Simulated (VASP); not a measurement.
A run of VASP 6.6.1:

File INCAR:

```
PREC = Accurate
ENCUT = 520
EDIFF = 1E-7
ISMEAR = 0
SIGMA = 0.05
LREAL = Auto
LASPH = True
NELM = 80
ALGO = Normal
ISIF = 2
LWAVE = False
LCHARG = False
GGA = PE
IVDW = 12
NBANDS = 162
```

Contents of KPOINTS:

```
regular mesh
0
Gamma
  1 1 1
```

Contents of POSCAR:

```
Mg32O31
1.0
    8.8224000000      0.0000000000      0.0000000000
    0.0000000000      8.8224000000      0.0000000000
    0.0000000000      0.0000000000      8.8224000000
Mg O
32 31
Direct
    0.4983071500      0.0009798921      0.0014868970
    0.7476099474      0.2498711235     -0.0014858769
    0.7488199356      0.0043560709      0.2497608361
   -0.0010417800      0.0046636970     -0.0000347978
    0.2495401478      0.2498667029     -0.0000252766
    0.4983078301      0.4987608814      0.0014866703
    0.7453128400      0.7498687432     -0.0036842583
    0.2472079026      0.0083294795      0.2525796835
    0.4998232907      0.2498716902      0.2502504987
    0.7488207291      0.4953912768      0.2497659367
    0.4998287314      0.0046703845      0.5008259657
    0.7520171382      0.2498739572      0.5005879353
    0.7512062477      0.0003198676      0.7485792982
   -0.0010374728      0.4950750363     -0.0000368380
    0.2526099474      0.7498721436     -0.0091480776
   -0.0042563248      0.2498764509      0.2478624864
    0.2472164037      0.4914152612      0.2525784367
    0.5089441649      0.7498728237      0.2471827394
    0.0074174828     -0.0022493879      0.4923707835
    0.2519319006      0.2498740705      0.5040500317
    0.4998272579      0.4950785501      0.5008289128
    0.7368009839      0.7498744106      0.5005399891
    0.2500327575      0.0043539173      0.7509769450
    0.5012765234      0.2498708968      0.7521822860
    0.7512123685      0.4994220394      0.7485790715
   -0.0160785047      0.7498665896      0.2328911634
    0.0074245103      0.5019903881      0.4923838185
    0.2669042437      0.7498807581      0.5158737985
   -0.0007940016      0.2498612622      0.7477797425
    0.2500316240      0.4953875363      0.7509781919
    0.5034733179      0.7498708968      0.7544774664
   -0.0007487758      0.7498744106      0.7629944233
    0.7462397987      0.2498801913      0.2501569868
   -0.0037633750      0.4911377856      0.2438163085
   -0.0003680404      0.2498771309      0.5001659412
    0.2501594804      0.2498759975      0.2496349066
    0.4990454978      0.5006596844      0.2510794115
    0.7477611534      0.7498764509      0.2491060256
   -0.0037659820      0.0086256574      0.2438123413
    0.5044126315      0.2498779244      0.5013806901
    0.7527748685      0.5048837051      0.4990086598
    0.7506866612      0.2498810981      0.7491124864
    0.0007907145      0.5048910727      0.7470157780
   -0.0015823359      0.2498803047     -0.0046177911
    0.0586473069      0.7498964001      0.4411491204
    0.4990533188     -0.0009014554      0.2510812251
    0.2559773984      0.4911337051      0.5035609358
    0.5006033506      0.7498792845      0.5024141957
    0.7527806493     -0.0051291032      0.4990100199
    0.2496429543      0.2498775843      0.7535592356
    0.5008212051      0.4999921790      0.7512366250
    0.7525286770      0.7498792845      0.7472686571
    0.0007901478     -0.0051252494      0.7470239391
    0.4989440515      0.2498816649      0.0008578165
    0.7485632028      0.4999951260     -0.0010254579
   -0.0026141413      0.7498835918     -0.0008079434
    0.2559845394      0.0086230504      0.5035636561
    0.2506982227      0.7498850653      0.7520345938
    0.5008273259     -0.0002313429      0.7512383252
    0.2487173558      0.5006619514      0.0007461688
    0.5009166440      0.7498793979     -0.0011172697
    0.7485604824     -0.0002329298     -0.0010238711
    0.2487232499     -0.0009003219      0.0007499093
```

Potentials or basis: VASP PAW PBE potentials, release 64 (Mg, O).

Run with:

```bash
$ cat potpaw_PBE.64/Mg/POTCAR potpaw_PBE.64/O/POTCAR > POTCAR
$ mpirun -np 1 vasp_gam > vasp.out
```

Hardware: 1 thread of Intel(R) Xeon(R) Platinum 8488C (Sapphire Rapids), with other jobs on the host.

Problem. How long does it take, and how much memory?

Solution. Wall time 4 min on 1 thread of Intel(R) Xeon(R) Platinum 8488C (Sapphire Rapids), with other jobs on the host, peak memory 0.65 GiB. Counts: scf iterations 18, k points 1.
